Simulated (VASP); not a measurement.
A run of VASP 6.6.1 is set up as follows.

Contents of INCAR:

```
SYSTEM = Hf6B3Ru7W8
PREC = Accurate
ENCUT = 520
EDIFF = 1E-6
ISMEAR = -1
SIGMA = 0.3637
LREAL = Auto
LASPH = .TRUE.
NELM = 80
ALGO = Normal
ISIF = 2
LWAVE = .FALSE.
LCHARG = .TRUE.
GGA = PE
LELF = .TRUE.
LVHAR = .TRUE.
ISYM = 0
NBANDS = 158
```

The input KPOINTS:

```
Automatic mesh
0
Gamma
  1 1 1
  0.25 0.25 0.25
```

The input POSCAR:

```
Hf6B3Ru7W8
1.0
    7.3750040000     -0.1530220000     -0.0573130000
   -0.1530220000      7.2550850000     -0.1107270000
   -0.0573130000     -0.1107270000      6.9577420000
W Ru Hf B
8 7 6 3
Direct
    0.3055677135      0.5972905390      0.1623456564
    0.8174918254      0.7094901490      0.6493095928
    0.6726154936      0.9761847560      0.4572995982
    0.3163304185      0.8709190955      0.4573189267
    0.4409869148      0.0125680897      0.1519038662
    0.4206129227      0.1527421001      0.7671921815
    0.0147674721      0.5249120728      0.3606523937
    0.7451337941      0.0390631004      0.8907786740
    0.5573842203      0.5042175770      0.8914115903
    0.6903175900      0.3197206128      0.1933714812
    0.3604219943      0.2757548074      0.3965435005
    0.5492974174      0.5684979096      0.4700846842
    0.1935297389      0.5186066473      0.6798522463
    0.6931129457      0.3089538424      0.6181496690
    0.4505329504      0.8116314164      0.8307861813
    0.0727446106      0.1764252632      0.1179635939
    0.0090454938      0.8425985138      0.2667883963
    0.1362875320      0.8680805858      0.8512146622
    0.6626646925      0.7544824393      0.1056016274
    0.0506679842      0.1681426444      0.6176620037
    0.9257944531      0.4969934528      0.9791995236
    0.2075322507      0.3720551198      0.9116703153
    0.7918612173      0.0204160723      0.1751528804
    0.3947400046      0.3104997218      0.1189228397
```

Potentials or basis: VASP PAW PBE potentials, release 64 (W_sv, Ru_pv, Hf_pv, B).

Run with:

```bash
$ cat potpaw_PBE.64/W_sv/POTCAR potpaw_PBE.64/Ru_pv/POTCAR potpaw_PBE.64/Hf_pv/POTCAR potpaw_PBE.64/B/POTCAR > POTCAR
$ mpirun -np 1 vasp_std > vasp.out
```

Task: What does it give for the largest force?

Result: 5.465 eV/Å.

Task: What does it give for the band gap on the k mesh?

Result: Zero (an odd number of electrons rules out a gap without spin polarisation).

Task: Predict the pressure.

Result: 12.7 GPa.

Stress tensor (GPa, compression positive):
```
 8.94 -1.52  3.88
-1.52 18.17 -2.40
 3.88 -2.40 11.03
```

Caveat: the k points lie up to 0.90 Å⁻¹ apart, too coarse for converged energies and pressures of a metal; the atoms stand as in a frame of molecular dynamics; so wide a smearing shifts energies and pressures; spin-orbit coupling is left out, which moves the levels of the heavy elements.
